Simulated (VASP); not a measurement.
# Hf (P-1) in VASP: single point with PBE

Aim: the single point of Hf with PBE.

All numbers are computed with VASP 6.6.1; they aren't measurements. Logs are shortened: lines on timing, memory, paths and dates and some standing lists are left out, and cuts for length are marked.

## (1) The cell of the first run

The typed cell holds 2 atoms: a = 3.197 Å, b = 3.217 Å, c = 5.058 Å, α = 90.31°, β = 90.86°, γ = 120.64°.

## (2) Single point, PBE (equal xy, yz and zx shear strains of -1.5 %)

Input file INCAR:

```
ALGO = Normal ; EDIFF = 1E-6
ENCUT = 500 ; GGA = PE
GGA_COMPAT = False ; ISIF = 2
ISMEAR = -1 ; LASPH = True
LCHARG = False ; LREAL = False
LWAVE = False ; NBANDS = 17
NELM = 120 ; PREC = Accurate
SIGMA = 0.05
```

Input file KPOINTS:

```
k-points
0
Gamma
  13 13 7
```

Input file POSCAR:

```
Hf
1.0
    3.1966985242     -0.0239752389     -0.0239752389
   -1.6191124281      2.7804097497     -0.0087755465
   -0.0379335000     -0.0379335000      5.0578000000
Hf
2
Direct
    0.3333333333      0.6666666667      0.2500000000
    0.6666666667      0.3333333333      0.7500000000
```

Potentials or basis: VASP PAW PBE potentials, release 64 (Hf_pv).

On the command line:

```console
> cat potpaw_PBE.64/Hf_pv/POTCAR > POTCAR
> mpirun -np 1 vasp_std > vasp.out
```

OUTCAR:

```text
EDIFF = 1E-6
   ENCUT = 500
   GGA = PE
   ISIF = 2
   ISMEAR = -1
   LASPH = True
   LREAL = False
   NELM = 120
   PREC = Accurate

 ion  position               nearest neighbor table
   1  0.333  0.667  0.250-   2 3.09   2 3.11   2 3.13   2 3.15   2 3.15   2 3.15
   2  0.667  0.333  0.750-   1 3.09   1 3.11   1 3.13   1 3.15   1 3.15   1 3.15

  LATTYP: Found a triclinic cell.
 ALAT       =     3.1761268421
 B/A-ratio  =     1.0065335840
 C/A-ratio  =     1.5925322711
 COS(alpha) =     0.0149420690
 COS(beta)  =     0.0205446044
 COS(gamma) =     0.4902420347

  Lattice vectors:

 A1 = (   1.5775860961,   2.7564345108,  -0.0327507854)
 A2 = (   3.1966985242,  -0.0239752389,  -0.0239752389)
 A3 = (   0.0379335000,   0.0379335000,  -5.0578000000)

Analysis of symmetry for initial positions (statically):
=====================================================================
 Subroutine PRICEL returns:
 Original cell was already a primitive cell.

 Routine SETGRP: Setting up the symmetry group for a
 triclinic supercell.

 Subroutine GETGRP returns: Found  2 space group operations
 (whereof  2 operations were pure point group operations)
 out of a pool of  2 trial point group operations.

The static configuration has the point symmetry S_2 .

Analysis of symmetry for dynamics (positions and initial velocities):
=====================================================================
 Subroutine PRICEL returns:
 Original cell was already a primitive cell.

 Routine SETGRP: Setting up the symmetry group for a
 triclinic supercell.

 Subroutine GETGRP returns: Found  2 space group operations
 (whereof  2 operations were pure point group operations)
 out of a pool of  2 trial point group operations.

The dynamic configuration has the point symmetry S_2 .

 Subroutine INISYM returns: Found  2 space group operations
 (whereof  2 operations are pure point group operations),
 and found     1 'primitive' translations

----------------------------------------------------------------------------------------

                                     Primitive cell

  volume of cell :      44.7530

  direct lattice vectors                    reciprocal lattice vectors
     3.196698524 -0.023975239 -0.023975239     0.314223158  0.182992937  0.003729121
[... 80 lines left out ...]
   ISPIN  =      1    spin polarized calculation?
   LNONCOLLINEAR =      F non collinear calculations
   LSORBIT =      F    spin-orbit coupling
   LASPH  =      T    aspherical Exc in radial PAW
   ENCUT  =  500.0 eV  36.75 Ry    6.06 a.u.   5.83  5.87  9.22*2*pi/ulx,y,z
   NELM   =    120;   NELMIN=  2; NELMDL= -5     # of ELM steps
   EDIFF  = 0.1E-05   stopping-criterion for ELM
   LREAL  =      F    real-space projection
   EDIFFG = 0.1E-04   stopping-criterion for IOM
   NSW    =      0    number of steps for IOM
   IBRION =     -1    ionic relax: 0-MD 1-quasi-New 2-CG
   NFREE  =      0    steps in history (QN), initial steepest desc. (CG)
   ISIF   =      2    stress and relaxation
   ISYM   =      2    0-nonsym 1-usesym 2-fastsym
   POTIM  = 0.5000    time-step for ionic-motion
   TEBEG  =    0.0;   TEEND  =   0.0 temperature during run
   PSTRESS=    0.0 pullay stress
   NELECT =      20.0000    total number of electrons
   NUPDOWN=      -1.0000    fix difference up-down
   EMIN   =  10.00;   EMAX   =-10.00  energy-range for DOS
   EFERMI =   0.00;   METHOD = LEGACY
   ISMEAR =    -1;   SIGMA  =   0.05  broadening in eV -4-tet -1-fermi 0-gaus
   EFERMI_NEDOS =   21; number of points for ismear=-14 and -15
   IALGO  =     38    algorithm
   IMIX   =      4    mixing-type and parameters
     AMIX     =   0.40;   BMIX     =  1.00
     AMIX_MAG =   1.60;   BMIX_MAG =  1.00
  volume/ion in A,a.u.               =      22.38       151.00
  Fermi-wavevector in a.u.,A,eV,Ry     =   1.251634  2.365246 21.314734  1.566589
  Thomas-Fermi vector in A             =   2.385573
   LORBIT       =      0    0 simple, 1 ext, 2 COOP (PROOUT), +10 PAW based schemes
   GGA     = PE    functional components
   LHFCALC =     F    Hartree Fock is set to
   AEXX    =    0.0000 exact exchange contribution
   IVDW    =     0    specifies the selected vdW correction
   LEPSILON=     F    determine dielectric tensor
   LRPA    =     F    only Hartree local field effects (RPA)
 non-spin polarized calculation
  energy-cutoff  :      500.00
  volume of cell :       44.75
 maximum number of plane-waves:      1149
   NGX = 11   NGY = 11   NGZ = 19

 number of electron      20.0000003 magnetization

 Free energy of the ion-electron system (eV)
  ---------------------------------------------------
  ext. energy  EPLUGINS =         0.00000000
  ---------------------------------------------------
  free energy    TOTEN  =       -19.85017529 eV

  energy without entropy =      -19.83717341  energy(sigma->0) =      -19.84367435

 E-fermi :   4.9154     XC(G=0): -11.2821

 val. band max:        4.9151304068   @ k =   0.4615  -0.2308   0.4286
 cond. band min:       4.9154290536   @ k =   0.0000   0.1538   0.4286
 fundamental gap:      0.0002986468
 Fermi energy:         4.9154056327

 k-point     1 :       0.0000    0.0000    0.0000
  band No.  band energies     occupation
      1     -26.1598      2.00000
      2     -25.4236      2.00000
      3     -25.4070      2.00000
      4     -25.2964      2.00000
      5     -25.2961      2.00000
      6     -25.2748      2.00000
[... 457 lines left out ...]
      4     -25.5483      2.00000
      5     -25.4258      2.00000
      6     -25.4134      2.00000
[... 9 lines left out ...]
     16      10.0989      0.00000
     17      10.9280      0.00000

 [... further k-points ...]

------------------------ aborting loop because EDIFF is reached ----------------------------------------

  FORCE on cell =-STRESS in cart. coord.  units (eV):
  Direction    XX          YY          ZZ          XY          YZ          ZX
  --------------------------------------------------------------------------------------
  -------------------------------------------------------------------------------------
  Total        0.1147858      0.1208885      0.0603975      0.2990937      0.2205150      0.2208755
  in kB        4.1093850      4.3278651      2.1622587     10.7076933      7.8945385      7.9074428
  external PRESSURE =       3.5331696 kB  Pullay stress =       0.0000000 kB

 VOLUME and BASIS-vectors are now :
 -----------------------------------------------------------------------------
  energy-cutoff  :      500.00
  volume of cell :       44.75
      direct lattice vectors                 reciprocal lattice vectors
     3.196698524 -0.023975239 -0.023975239     0.314223158  0.182992937  0.003729121
    -1.619112428  2.780409750 -0.008775547     0.002729906  0.361257538  0.002729906
    -0.037933500 -0.037933500  5.057800000     0.001494233  0.001494233  0.197736835

 POSITION                                       TOTAL-FORCE (eV/Angst)
 -----------------------------------------------------------------------------------
     -0.02333      1.83613      1.25061         0.042922      0.000700      0.004447
      1.56298      0.88237      3.77444        -0.042922     -0.000700     -0.004447
 -----------------------------------------------------------------------------------
    total drift:                               -0.000000      0.000000     -0.000000

  FREE ENERGIE OF THE ION-ELECTRON SYSTEM (eV)
  ---------------------------------------------------
  free  energy   TOTEN  =       -19.8501752948 eV

  energy  without entropy=      -19.8371734087  energy(sigma->0) =      -19.84367435
```

stdout:

```text
POSCAR found type information on POSCAR Hf
 POSCAR found :  1 types and       2 ions
 scaLAPACK will be used
 LDA part: xc-table for (Slater+PW92), standard interpolation
 POSCAR, INCAR and KPOINTS ok, starting setup
 FFT: planning ... GRIDC
 FFT: planning ... GRID_SOFT
 FFT: planning ... GRID
 WAVECAR not read
 entering main loop
```

It took 3.7 min on 1 thread of AMD EPYC 9R45 (Zen 5), shared host; peak memory 0.41 GiB.

Results:

| Item | Value |
| --- | --- |
| Free energy | -19.8502 eV |
| Pressure | 0.4 GPa |
| Largest force | 0.043 eV/Å |
| Band gap on the k mesh | zero (bands 10 and 11 overlap by 1.48 eV) |

Forces in eV/Å, atoms in the order of the input:
```
Hf   0.043  0.001  0.004
Hf  -0.043 -0.001 -0.004
```

Caveat: the cell differs from its parent crystal (equal xy, yz and zx shear strains of -1.5 %); spin-orbit coupling is left out, which moves the levels of the heavy elements.
